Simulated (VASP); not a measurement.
# Cu (I4/mmm) in VASP: single point with r2SCAN

Aim: the single point of Cu with r2SCAN.

Everything below comes from runs of VASP 6.6.1. Logs are shortened: lines on timing, memory, paths and dates and some standing lists are left out, and cuts for length are marked.

**1. The cell of the first run**

The structure is tetragonal, space group I4/mmm (No. 139). The conventional cell has a = 2.886 Å, b = 2.886 Å, c = 2.752 Å, α = 90.00°, β = 90.00°, γ = 90.00°. Cu (site symmetry 4/mmm) has 14 Cu at 2.46 to 2.89 Å within 3.2 Å.

**2. Single point, r2SCAN**

Input file POSCAR:

```
Cu
1.0
   -1.4427933200      1.4427933200      1.3760814500
    1.4427933200     -1.4427933200      1.3760814500
    1.4427933200      1.4427933200     -1.3760814500
Cu
1
Direct
    0.0000000000      0.0000000000      0.0000000000
```

Input file INCAR.step1:

```
SYSTEM = Cu
ALGO     = Normal         ! electronic algorithm
EDIFF    = 1E-4           ! SCF threshold, eV
ENCUT    = 520            ! plane-wave cutoff, eV
GGA      = PE             ! functional
ISMEAR   = -1             ! smearing method
LASPH    = .True.         ! aspherical terms in the spheres
LCHARG   = .False.        ! write CHGCAR
LREAL    = .False.        ! projectors in reciprocal space
LWAVE    = .True.         ! write WAVECAR
NBANDS   = 12             ! bands
NELM     = 100            ! most SCF steps
PREC     = Accurate       ! precision mode
SIGMA    = 0.1            ! smearing width, eV
```

Input file INCAR.step2:

```
SYSTEM = Cu
ALGO     = Normal         ! electronic algorithm
EDIFF    = 1E-6           ! SCF threshold, eV
ENCUT    = 520            ! plane-wave cutoff, eV
ISIF     = 2              ! what is computed and relaxed
ISMEAR   = -1             ! smearing method
ISTART   = 1            
LASPH    = .True.         ! aspherical terms in the spheres
LCHARG   = .False.        ! write CHGCAR
LMIXTAU  = .True.       
LREAL    = .False.        ! projectors in reciprocal space
LWAVE    = .False.        ! write WAVECAR
METAGGA  = R2SCAN         ! meta-GGA
NBANDS   = 12             ! bands
NELM     = 100            ! most SCF steps
PREC     = Accurate       ! precision mode
SIGMA    = 0.1            ! smearing width, eV
```

Input file KPOINTS:

```
k-points
0
Gamma
  16 16 16
  0 0 0
```

Potentials or basis: VASP PAW PBE potentials, release 64 (Cu).

The run is started by

```console
$ cat potpaw_PBE.64/Cu/POTCAR > POTCAR
$ cp INCAR.step1 INCAR
$ mpirun -np 1 vasp_std > vasp.out
$ cp INCAR.step2 INCAR
$ mpirun -np 1 vasp_std > vasp.out
```

OUTCAR:

```text
SYSTEM = Cu
   EDIFF = 1E-6
   ENCUT = 520
   ISIF = 2
   ISMEAR = -1
   ISTART = 1
   LASPH = .True.
   LREAL = .False.
   METAGGA = R2SCAN
   NELM = 100
   PREC = Accurate

 ion  position               nearest neighbor table
   1  0.000  0.000  0.000-

  LATTYP: Found a body centered tetragonal cell.
 ALAT       =     2.8855866400
 C/A-ratio  =     0.9537620052

  Lattice vectors:

 A1 = (  -1.4427933200,   1.4427933200,   1.3760814500)
 A2 = (   1.4427933200,  -1.4427933200,   1.3760814500)
 A3 = (   1.4427933200,   1.4427933200,  -1.3760814500)

Analysis of symmetry for initial positions (statically):
=====================================================================
 Subroutine PRICEL returns:
 Original cell was already a primitive cell.

 Routine SETGRP: Setting up the symmetry group for a
 body centered tetragonal supercell.

 Subroutine GETGRP returns: Found 16 space group operations
 (whereof 16 operations were pure point group operations)
 out of a pool of 16 trial point group operations.

The static configuration has the point symmetry D_4h.

Analysis of symmetry for dynamics (positions and initial velocities):
=====================================================================
 Subroutine PRICEL returns:
 Original cell was already a primitive cell.

 Routine SETGRP: Setting up the symmetry group for a
 body centered tetragonal supercell.

 Subroutine GETGRP returns: Found 16 space group operations
 (whereof 16 operations were pure point group operations)
 out of a pool of 16 trial point group operations.

The dynamic configuration has the point symmetry D_4h.

 Subroutine INISYM returns: Found 16 space group operations
 (whereof 16 operations are pure point group operations),
 and found     1 'primitive' translations

----------------------------------------------------------------------------------------

                                     Primitive cell

  volume of cell :      11.4581

  direct lattice vectors                    reciprocal lattice vectors
    -1.442793320  1.442793320  1.376081450     0.000000000  0.346549983  0.363350585
     1.442793320 -1.442793320  1.376081450     0.346549983  0.000000000  0.363350585
     1.442793320  1.442793320 -1.376081450     0.346549983  0.346549983  0.000000000

  length of vectors
     2.461078074  2.461078074  2.461078074     0.502116060  0.502116060  0.490095685

  position of ions in fractional coordinates (direct lattice)
     0.000000000  0.000000000  0.000000000

  ion indices of the primitive-cell ions
   primitive index   ion index
                 1           1

----------------------------------------------------------------------------------------

 KPOINTS: k-points

Automatic generation of k-mesh.
 Grid dimensions read from file:
 generate k-points for:   16   16   16

 Generating k-lattice:

  Cartesian coordinates                     Fractional coordinates (reciprocal lattice)
     0.000000000  0.021659374  0.022709412     0.062500000 -0.000000000  0.000000000
     0.021659374  0.000000000  0.022709412    -0.000000000  0.062500000  0.000000000
     0.021659374  0.021659374  0.000000000     0.000000000  0.000000000  0.062500000

  Length of vectors
     0.031382254  0.031382254  0.030630980

  Shift w.r.t. Gamma in fractional coordinates (k-lattice)
     0.000000000  0.000000000  0.000000000

 Subroutine IBZKPT returns following result:
 ===========================================

 Found    349 irreducible k-points:

 Following reciprocal coordinates:
            Coordinates               Weight
  0.000000  0.000000  0.000000      1.000000
  0.062500 -0.000000  0.000000      8.000000
  0.125000 -0.000000  0.000000      8.000000
  0.187500 -0.000000  0.000000      8.000000
  0.250000 -0.000000  0.000000      8.000000
  0.312500 -0.000000  0.000000      8.000000
[... 16 lines left out ...]
 -0.125000  0.062500 -0.000000     16.000000
 -0.062500  0.062500  0.000000      4.000000
 [... further k-points ...]
   k-points           NKPTS =    349   k-points in BZ     NKDIM =    349   number of bands    NBANDS=     12
   number of dos      NEDOS =    301   number of ions     NIONS =      1
   total plane-waves  NPLWV =   5832
   dimension x,y,z NGX =    18 NGY =   18 NGZ =   18
   dimension x,y,z NGXF=    36 NGYF=   36 NGZF=   36
   ions per type =               1
   NGX,Y,Z   is equivalent  to a cutoff of  12.16, 12.16, 12.16 a.u.
   NGXF,Y,Z  is equivalent  to a cutoff of  24.32, 24.32, 24.32 a.u.
 SYSTEM =  Cu
   PREC   = accura    normal or accurate (medium, high low for compatibility)
   ISTART =      1    job   : 0-new  1-cont  2-samecut
   ICHARG =      0    charge: 1-file 2-atom 10-const
   ISPIN  =      1    spin polarized calculation?
   LNONCOLLINEAR =      F non collinear calculations
   LSORBIT =      F    spin-orbit coupling
   LASPH  =      T    aspherical Exc in radial PAW
   ENCUT  =  520.0 eV  38.22 Ry    6.18 a.u.   4.58  4.58  4.58*2*pi/ulx,y,z
   NELM   =    100;   NELMIN=  2; NELMDL=  0     # of ELM steps
   EDIFF  = 0.1E-05   stopping-criterion for ELM
   LREAL  =      F    real-space projection
   EDIFFG = 0.1E-04   stopping-criterion for IOM
   NSW    =      0    number of steps for IOM
   IBRION =     -1    ionic relax: 0-MD 1-quasi-New 2-CG
   NFREE  =      0    steps in history (QN), initial steepest desc. (CG)
   ISIF   =      2    stress and relaxation
   ISYM   =      2    0-nonsym 1-usesym 2-fastsym
   POTIM  = 0.5000    time-step for ionic-motion
   TEBEG  =    0.0;   TEEND  =   0.0 temperature during run
   PSTRESS=    0.0 pullay stress
   NELECT =      11.0000    total number of electrons
   NUPDOWN=      -1.0000    fix difference up-down
   EMIN   =  10.00;   EMAX   =-10.00  energy-range for DOS
   EFERMI =   0.00;   METHOD = LEGACY
   ISMEAR =    -1;   SIGMA  =   0.10  broadening in eV -4-tet -1-fermi 0-gaus
   EFERMI_NEDOS =   21; number of points for ismear=-14 and -15
   IALGO  =     38    algorithm
   IMIX   =      4    mixing-type and parameters
     AMIX     =   0.40;   BMIX     =  1.00
     AMIX_MAG =   1.60;   BMIX_MAG =  1.00
  volume/ion in A,a.u.               =      11.46        77.32
  Fermi-wavevector in a.u.,A,eV,Ry     =   1.614984  3.051878 35.486359  2.608174
  Thomas-Fermi vector in A             =   2.709805
   LORBIT       =      0    0 simple, 1 ext, 2 COOP (PROOUT), +10 PAW based schemes
   METAGGA = R2SCAN    functional components
   LHFCALC =     F    Hartree Fock is set to
   AEXX    =    0.0000 exact exchange contribution
   IVDW    =     0    specifies the selected vdW correction
   LEPSILON=     F    determine dielectric tensor
   LRPA    =     F    only Hartree local field effects (RPA)
 non-spin polarized calculation
  energy-cutoff  :      520.00
  volume of cell :       11.46
 maximum number of plane-waves:       327
   NGX =  9   NGY =  9   NGZ =  9

 number of electron      10.9999998 magnetization

 Free energy of the ion-electron system (eV)
  ---------------------------------------------------
  ext. energy  EPLUGINS =         0.00000000
  ---------------------------------------------------
  free energy    TOTEN  =       -10.79255079 eV

  energy without entropy =      -10.77982234  energy(sigma->0) =      -10.78618656

 E-fermi :   7.7842     XC(G=0): -13.9548

 val. band max:        7.7795493733   @ k =   0.2500   0.1250   0.1250
 cond. band min:       7.7886717068   @ k =   0.1875   0.1875   0.1250
 fundamental gap:      0.0091223335
 Fermi energy:         7.7841683798

 k-point     1 :       0.0000    0.0000    0.0000
  band No.  band energies     occupation
      1      -2.1319      2.00000
      2       4.3342      2.00000
      3       4.5282      2.00000
      4       4.5284      2.00000
      5       5.3991      2.00000
      6       5.6025      2.00000
      7      33.6240      0.00000
      8      33.6241      0.00000
      9      34.9400      0.00000
     10      37.9185      0.00000
     11      38.0972      0.00000
     12      38.0973      0.00000

 k-point     2 :       0.0625   -0.0000    0.0000
  band No.  band energies     occupation
      1      -1.9692      2.00000
      2       4.3422      2.00000
      3       4.5238      2.00000
      4       4.5498      2.00000
      5       5.3991      2.00000
      6       5.5793      2.00000
      7      32.5843      0.00000
      8      33.2024      0.00000
      9      33.7886      0.00000
     10      36.1479      0.00000
     11      36.6474      0.00000
     12      37.2021      0.00000

 k-point     3 :       0.1250   -0.0000    0.0000
  band No.  band energies     occupation
      1      -1.4885      2.00000
      2       4.2905      2.00000
      3       4.5012      2.00000
      4       4.6894      2.00000
      5       5.3969      2.00000
      6       5.5341      2.00000
      7      29.5436      0.00000
      8      32.0595      0.00000
      9      32.3095      0.00000
     10      34.0196      0.00000
     11      35.4577      0.00000
     12      37.2332      0.00000
[... 286 lines left out ...]
 k-point    23 :      -0.1250    0.0625   -0.0000
  band No.  band energies     occupation
      1      -1.6628      2.00000
      2       4.3214      2.00000
      3       4.4759      2.00000
      4       4.6829      2.00000
      5       5.3408      2.00000
      6       5.5829      2.00000
      7      30.0794      0.00000
      8      31.7078      0.00000
      9      33.7980      0.00000
     10      34.5367      0.00000
     11      36.5526      0.00000
     12      37.5664      0.00000

 k-point    24 :      -0.0625    0.0625    0.0000
  band No.  band energies     occupation
      1      -1.9770      2.00000
      2       4.3366      2.00000
      3       4.5018      2.00000
      4       4.5871      2.00000
      5       5.3692      2.00000
      6       5.5995      2.00000
      7      31.7058      0.00000
      8      33.5162      0.00000
      9      34.5591      0.00000
     10      36.6066      0.00000
     11      36.6157      0.00000
     12      37.1985      0.00000

 [... further k-points ...]
[... 5 lines left out ...]
  --------------------------------------------------------------------------------------
  -------------------------------------------------------------------------------------
  Total        0.0731734      0.0731734      0.0722349      0.0000000     -0.0000000     -0.0000000
  in kB       10.2317918     10.2317918     10.1005577      0.0000000     -0.0000000     -0.0000000
  external PRESSURE =      10.1880471 kB  Pullay stress =       0.0000000 kB

 VOLUME and BASIS-vectors are now :
 -----------------------------------------------------------------------------
  energy-cutoff  :      520.00
  volume of cell :       11.46
      direct lattice vectors                 reciprocal lattice vectors
    -1.442793320  1.442793320  1.376081450     0.000000000  0.346549983  0.363350585
     1.442793320 -1.442793320  1.376081450     0.346549983  0.000000000  0.363350585
     1.442793320  1.442793320 -1.376081450     0.346549983  0.346549983  0.000000000

 POSITION                                       TOTAL-FORCE (eV/Angst)
 -----------------------------------------------------------------------------------
      0.00000      0.00000      0.00000         0.000000     -0.000000      0.000000
 -----------------------------------------------------------------------------------
    total drift:                                0.000000      0.000000      0.000000

  FREE ENERGIE OF THE ION-ELECTRON SYSTEM (eV)
  ---------------------------------------------------
  free  energy   TOTEN  =       -10.7925507888 eV

  energy  without entropy=      -10.7798223388  energy(sigma->0) =      -10.78618656
```

Wall time 4.1 min (1 thread of Intel Xeon 8259CL, shared host); peak memory 0.16 GiB.

Results:

| Quantity | Value |
| --- | --- |
| Free energy | -10.7926 eV |
| Pressure | 1.0 GPa |
| Band gap on the k mesh | zero (an odd number of electrons rules out a gap without spin polarisation) |

Caveat: the PAW data sets were made with another functional, which shifts forces and pressure a little.
